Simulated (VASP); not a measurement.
# CdAu (P-6m2) in VASP: single point with LDA

Aim: the single point of CdAu with LDA.

All numbers are computed with VASP 6.6.1; they aren't measurements. Logs are shortened: lines on timing, memory, paths and dates and some standing lists are left out, and cuts for length are marked.

**1. The cell of the first run**

Symmetry: P-6m2, No. 187, hexagonal system. Conventional cell: a = 3.090 Å, b = 3.090 Å, c = 4.601 Å, α = 90.00°, β = 90.00°, γ = 120.00°. Within 3.8 Å of Cd (site symmetry -6m2) lie 6 Au at 2.91 Å and 6 Cd at 3.09 Å. Au (site symmetry -6m2) has 6 Cd at 2.91 Å and 6 Au at 3.09 Å within 3.8 Å.

**2. Single point, LDA**

Input file INCAR:

```
SYSTEM = CdAu
ALGO = Normal ; EDIFF = 1E-6
ENCUT = 500 ; GGA = CA
GGA_COMPAT = .False. ; ISIF = 2
ISMEAR = 0 ; LASPH = .True.
LCHARG = .False. ; LREAL = .False.
LWAVE = .False. ; NBANDS = 18
NELM = 120 ; PREC = Accurate
SIGMA = 0.1
```

Input file KPOINTS:

```
k-points
0
Gamma
  6 6 4
  0 0 0
```

Input file POSCAR:

```
CdAu
1.0
    3.0903320757      0.0000000000      0.0000000000
   -1.5451660378      2.6763060837      0.0000000000
    0.0000000000      0.0000000000      4.6012820500
Cd Au
1 1
Direct
    0.0000000000      0.0000000000      0.0000000000
    0.3333333300      0.6666666700      0.5000000000
```

Potentials or basis: VASP PAW LDA potentials, release 64 (Cd, Au).

Started as:

```sh
cat potpaw_LDA.64/Cd/POTCAR potpaw_LDA.64/Au/POTCAR > POTCAR
mpirun -np 1 vasp_std > vasp.out
```

OUTCAR:

```text
SYSTEM = CdAu
   EDIFF = 1E-6
   ENCUT = 500
   GGA = CA
   ISIF = 2
   ISMEAR = 0
   LASPH = .True.
   LREAL = .False.
   NELM = 120
   PREC = Accurate

 ion  position               nearest neighbor table
   1  0.000  0.000  0.000-   2 2.91   2 2.91   2 2.91   2 2.91   2 2.91   2 2.91
   2  0.333  0.667  0.500-   1 2.91   1 2.91   1 2.91   1 2.91   1 2.91   1 2.91

  LATTYP: Found a hexagonal cell.
 ALAT       =     3.0903320757
 C/A-ratio  =     1.4889280302

  Lattice vectors:

 A1 = (   3.0903320757,   0.0000000000,   0.0000000000)
 A2 = (  -1.5451660378,   2.6763060837,   0.0000000000)
 A3 = (   0.0000000000,   0.0000000000,   4.6012820500)

Analysis of symmetry for initial positions (statically):
=====================================================================
 Subroutine PRICEL returns:
 Original cell was already a primitive cell.

 Routine SETGRP: Setting up the symmetry group for a
 hexagonal supercell.

 Subroutine GETGRP returns: Found 12 space group operations
 (whereof 12 operations were pure point group operations)
 out of a pool of 24 trial point group operations.

The static configuration has the point symmetry D_3h.

Analysis of symmetry for dynamics (positions and initial velocities):
=====================================================================
 Subroutine PRICEL returns:
 Original cell was already a primitive cell.

 Routine SETGRP: Setting up the symmetry group for a
 hexagonal supercell.

 Subroutine GETGRP returns: Found 12 space group operations
 (whereof 12 operations were pure point group operations)
 out of a pool of 24 trial point group operations.

The dynamic configuration has the point symmetry D_3h.

 Subroutine INISYM returns: Found 12 space group operations
 (whereof 12 operations are pure point group operations),
 and found     1 'primitive' translations

----------------------------------------------------------------------------------------

                                     Primitive cell

  volume of cell :      38.0557

  direct lattice vectors                    reciprocal lattice vectors
     3.090332076  0.000000000  0.000000000     0.323589820  0.186824670  0.000000000
    -1.545166038  2.676306084  0.000000000     0.000000000  0.373649339  0.000000000
     0.000000000  0.000000000  4.601282050     0.000000000  0.000000000  0.217330733

  length of vectors
     3.090332076  3.090332076  4.601282050     0.373649339  0.373649339  0.217330733

  position of ions in fractional coordinates (direct lattice)
     0.000000000  0.000000000  0.000000000
     0.333333330  0.666666670  0.500000000

  ion indices of the primitive-cell ions
   primitive index   ion index
                 1           1
                 2           2

----------------------------------------------------------------------------------------

 KPOINTS: k-points

Automatic generation of k-mesh.
 Grid dimensions read from file:
 generate k-points for:    6    6    4

 Generating k-lattice:

  Cartesian coordinates                     Fractional coordinates (reciprocal lattice)
     0.053931637  0.031137445  0.000000000     0.166666667  0.000000000  0.000000000
     0.000000000  0.062274890  0.000000000     0.000000000  0.166666667  0.000000000
     0.000000000  0.000000000  0.054332683     0.000000000  0.000000000  0.250000000

  Length of vectors
     0.062274890  0.062274890  0.054332683

  Shift w.r.t. Gamma in fractional coordinates (k-lattice)
     0.000000000  0.000000000  0.000000000

 Subroutine IBZKPT returns following result:
 ===========================================

 Found     21 irreducible k-points:

 Following reciprocal coordinates:
            Coordinates               Weight
  0.000000  0.000000  0.000000      1.000000
  0.166667  0.000000  0.000000      6.000000
  0.333333  0.000000  0.000000      6.000000
  0.500000  0.000000  0.000000      3.000000
  0.166667  0.166667  0.000000      6.000000
  0.333333  0.166667  0.000000     12.000000
[... 13 lines left out ...]
  0.333333  0.166667  0.500000     12.000000
  0.333333  0.333333  0.500000      2.000000
   k-points           NKPTS =     21   k-points in BZ     NKDIM =     21   number of bands    NBANDS=     18
   number of dos      NEDOS =    301   number of ions     NIONS =      2
   total plane-waves  NPLWV =  20736
   dimension x,y,z NGX =    24 NGY =   24 NGZ =   36
   dimension x,y,z NGXF=    48 NGYF=   48 NGZF=   72
   ions per type =               1   1
   NGX,Y,Z   is equivalent  to a cutoff of  12.91, 12.91, 13.01 a.u.
   NGXF,Y,Z  is equivalent  to a cutoff of  25.82, 25.82, 26.01 a.u.
 SYSTEM =  CdAu
   PREC   = accura    normal or accurate (medium, high low for compatibility)
   ISTART =      0    job   : 0-new  1-cont  2-samecut
   ICHARG =      2    charge: 1-file 2-atom 10-const
   ISPIN  =      1    spin polarized calculation?
   LNONCOLLINEAR =      F non collinear calculations
   LSORBIT =      F    spin-orbit coupling
   LASPH  =      T    aspherical Exc in radial PAW
   ENCUT  =  500.0 eV  36.75 Ry    6.06 a.u.   5.63  5.63  8.39*2*pi/ulx,y,z
   NELM   =    120;   NELMIN=  2; NELMDL= -5     # of ELM steps
   EDIFF  = 0.1E-05   stopping-criterion for ELM
   LREAL  =      F    real-space projection
   EDIFFG = 0.1E-04   stopping-criterion for IOM
   NSW    =      0    number of steps for IOM
   IBRION =     -1    ionic relax: 0-MD 1-quasi-New 2-CG
   NFREE  =      0    steps in history (QN), initial steepest desc. (CG)
   ISIF   =      2    stress and relaxation
   ISYM   =      2    0-nonsym 1-usesym 2-fastsym
   POTIM  = 0.5000    time-step for ionic-motion
   TEBEG  =    0.0;   TEEND  =   0.0 temperature during run
   PSTRESS=    0.0 pullay stress
   NELECT =      23.0000    total number of electrons
   NUPDOWN=      -1.0000    fix difference up-down
   EMIN   =  10.00;   EMAX   =-10.00  energy-range for DOS
   EFERMI =   0.00;   METHOD = LEGACY
   ISMEAR =     0;   SIGMA  =   0.10  broadening in eV -4-tet -1-fermi 0-gaus
   EFERMI_NEDOS =   21; number of points for ismear=-14 and -15
   IALGO  =     38    algorithm
   IMIX   =      4    mixing-type and parameters
     AMIX     =   0.40;   BMIX     =  1.00
     AMIX_MAG =   1.60;   BMIX_MAG =  1.00
  volume/ion in A,a.u.               =      19.03       128.41
  Fermi-wavevector in a.u.,A,eV,Ry     =   1.384132  2.615630 26.066333  1.915821
  Thomas-Fermi vector in A             =   2.508665
   LORBIT       =      0    0 simple, 1 ext, 2 COOP (PROOUT), +10 PAW based schemes
   GGA     = CA    functional components
   LHFCALC =     F    Hartree Fock is set to
   AEXX    =    0.0000 exact exchange contribution
   IVDW    =     0    specifies the selected vdW correction
   LEPSILON=     F    determine dielectric tensor
   LRPA    =     F    only Hartree local field effects (RPA)
 non-spin polarized calculation
 Gauss-broadening in eV      SIGMA  =   0.10
  energy-cutoff  :      500.00
  volume of cell :       38.06
 maximum number of plane-waves:      1000
 NGX is ok and might be reduce to    24
   NGX = 11   NGY = 11   NGZ = 17

 number of electron      23.0000000 magnetization

 Free energy of the ion-electron system (eV)
  ---------------------------------------------------
  ext. energy  EPLUGINS =         0.00000000
  ---------------------------------------------------
  free energy    TOTEN  =        -6.20173187 eV

  energy without entropy =       -6.19853424  energy(sigma->0) =       -6.20013305

 E-fermi :   5.3476     XC(G=0): -12.2019

 val. band max:        5.2741518840   @ k =   0.3333   0.0000   0.2500
 cond. band min:       5.5525242005   @ k =   0.3333   0.3333   0.0000
 fundamental gap:      0.2783723165
 Fermi energy:         5.3475780674

 k-point     1 :       0.0000    0.0000    0.0000
  band No.  band energies     occupation
      1      -3.8155      2.00000
      2      -3.7614      2.00000
      3      -3.3674      2.00000
      4      -3.3674      2.00000
      5      -2.8872      2.00000
      6      -2.8872      2.00000
[... 10 lines left out ...]
     17      21.3702      0.00000
     18      21.9570      0.00000

 k-point     2 :       0.1667    0.0000    0.0000
  band No.  band energies     occupation
      1      -3.6789      2.00000
      2      -3.5076      2.00000
      3      -3.1676      2.00000
      4      -3.0777      2.00000
      5      -3.0087      2.00000
      6      -2.9448      2.00000
[... 10 lines left out ...]
     17      21.1120      0.00000
     18      21.7689      0.00000

 k-point     3 :       0.3333    0.0000    0.0000
  band No.  band energies     occupation
      1      -3.8764      2.00000
      2      -3.4413      2.00000
      3      -3.2612      2.00000
      4      -3.0581      2.00000
      5      -2.7415      2.00000
      6      -1.1581      2.00000
[... 10 lines left out ...]
     17      17.3368      0.00000
     18      19.1189      0.00000

 k-point     4 :       0.5000    0.0000    0.0000
  band No.  band energies     occupation
      1      -4.0115      2.00000
      2      -3.6141      2.00000
      3      -3.1279      2.00000
      4      -3.1138      2.00000
      5      -2.5131      2.00000
      6      -0.1451      2.00000
[... 10 lines left out ...]
     17      14.9029      0.00000
     18      19.1212      0.00000

 k-point     5 :       0.1667    0.1667    0.0000
  band No.  band energies     occupation
      1      -3.5939      2.00000
      2      -3.4516      2.00000
      3      -3.3238      2.00000
      4      -3.0634      2.00000
      5      -3.0313      2.00000
      6      -1.6017      2.00000
[... 10 lines left out ...]
     17      19.0256      0.00000
     18      19.9342      0.00000

 k-point     6 :       0.3333    0.1667    0.0000
  band No.  band energies     occupation
      1      -3.7498      2.00000
      2      -3.5501      2.00000
      3      -3.1919      2.00000
      4      -3.1735      2.00000
      5      -2.8288      2.00000
      6       0.2240      2.00000
[... 10 lines left out ...]
     17      15.8283      0.00000
     18      18.0607      0.00000

 k-point     7 :       0.3333    0.3333    0.0000
  band No.  band energies     occupation
      1      -3.5485      2.00000
      2      -3.3821      2.00000
      3      -3.3199      2.00000
      4      -3.1981      2.00000
      5      -3.1264      2.00000
      6       0.8820      2.00000
[... 10 lines left out ...]
     17      14.2190      0.00000
     18      14.3782      0.00000

 k-point     8 :       0.0000    0.0000    0.2500
  band No.  band energies     occupation
      1      -3.7719      2.00000
      2      -3.3854      2.00000
      3      -3.3854      2.00000
      4      -3.1922      2.00000
      5      -2.8887      2.00000
      6      -2.8887      2.00000
[... 10 lines left out ...]
     17      20.1223      0.00000
     18      21.5873      0.00000
[... 166 lines left out ...]
     17      18.4378      0.00000
     18      19.0579      0.00000

 k-point    17 :       0.3333    0.0000    0.5000
  band No.  band energies     occupation
      1      -3.8118      2.00000
      2      -3.6621      2.00000
      3      -3.1305      2.00000
      4      -2.9669      2.00000
      5      -2.7577      2.00000
      6      -0.2716      2.00000
[... 10 lines left out ...]
     17      17.8276      0.00000
     18      17.9756      0.00000

 k-point    18 :       0.5000    0.0000    0.5000
  band No.  band energies     occupation
      1      -3.9297      2.00000
      2      -3.8217      2.00000
      3      -3.0726      2.00000
      4      -2.9928      2.00000
      5      -2.5175      2.00000
      6      -0.0450      2.00000
[... 10 lines left out ...]
     17      17.8776      0.00000
     18      18.4567      0.00000

 k-point    19 :       0.1667    0.1667    0.5000
  band No.  band energies     occupation
      1      -3.5626      2.00000
      2      -3.5296      2.00000
      3      -3.3457      2.00000
      4      -3.0014      2.00000
      5      -2.9214      2.00000
      6      -0.5008      2.00000
[... 10 lines left out ...]
     17      17.6915      0.00000
     18      17.9883      0.00000

 k-point    20 :       0.3333    0.1667    0.5000
  band No.  band energies     occupation
      1      -3.7041      2.00000
      2      -3.6688      2.00000
      3      -3.1221      2.00000
      4      -3.1061      2.00000
      5      -2.7859      2.00000
      6       0.2588      2.00000
[... 10 lines left out ...]
     17      18.8913      0.00000
     18      19.5054      0.00000

 k-point    21 :       0.3333    0.3333    0.5000
  band No.  band energies     occupation
      1      -3.5725      2.00000
      2      -3.3541      2.00000
      3      -3.2275      2.00000
      4      -3.1842      2.00000
      5      -3.0844      2.00000
      6       0.7762      2.00000
[... 10 lines left out ...]
     17      20.3756      0.00000
     18      21.2582      0.00000

------------------------ aborting loop because EDIFF is reached ----------------------------------------

  FORCE on cell =-STRESS in cart. coord.  units (eV):
  Direction    XX          YY          ZZ          XY          YZ          ZX
  --------------------------------------------------------------------------------------
  -------------------------------------------------------------------------------------
  Total       -1.7557553     -1.7557553     -1.3245451     -0.0000000     -0.0000000      0.0000000
  in kB      -73.9187806    -73.9187806    -55.7644670     -0.0000000     -0.0000000      0.0000000
  external PRESSURE =     -67.8673427 kB  Pullay stress =       0.0000000 kB

 VOLUME and BASIS-vectors are now :
 -----------------------------------------------------------------------------
  energy-cutoff  :      500.00
  volume of cell :       38.06
      direct lattice vectors                 reciprocal lattice vectors
     3.090332076  0.000000000  0.000000000     0.323589820  0.186824670  0.000000000
    -1.545166038  2.676306084  0.000000000     0.000000000  0.373649339  0.000000000
     0.000000000  0.000000000  4.601282050     0.000000000  0.000000000  0.217330733

 POSITION                                       TOTAL-FORCE (eV/Angst)
 -----------------------------------------------------------------------------------
      0.00000      0.00000      0.00000         0.000000      0.000000      0.000000
     -0.00000      1.78420      2.30064        -0.000000      0.000000      0.000000
 -----------------------------------------------------------------------------------
    total drift:                                0.000005     -0.000003     -0.000000

  FREE ENERGIE OF THE ION-ELECTRON SYSTEM (eV)
  ---------------------------------------------------
  free  energy   TOTEN  =        -6.2017318675 eV

  energy  without entropy=       -6.1985342371  energy(sigma->0) =       -6.20013305
```

Wall time 4.6 s (1 thread of Intel Xeon 6975P-C (Granite Rapids), shared host); peak memory 0.14 GiB.

Results:

```yaml
Free_energy: -6.2017 eV
Pressure: -6.8 GPa
Band_gap_on_the_k_mesh: zero (an odd number of electrons rules out a gap without spin polarisation)
```

Levels at points of the mesh, in eV from the Fermi level:
```
           k point  band 10  band 11  band 12  band 13  band 14  band 15
(0.00, 0.00, 0.00)    -3.04    -3.04    -0.82     2.26    13.64    13.91
(0.50, 0.00, 0.00)    -2.17    -1.96    -0.15     5.39     5.68     6.67
(0.00, 0.00, 0.50)    -3.87    -3.08    -3.08    10.45    11.42    13.80
(0.50, 0.00, 0.50)    -2.16    -1.18    -0.12     1.82     2.16    10.46
```

Caveat: the k points lie up to 0.39 Å⁻¹ apart, too coarse for converged energies and pressures of a metal; spin-orbit coupling is left out, which moves the levels of the heavy elements.
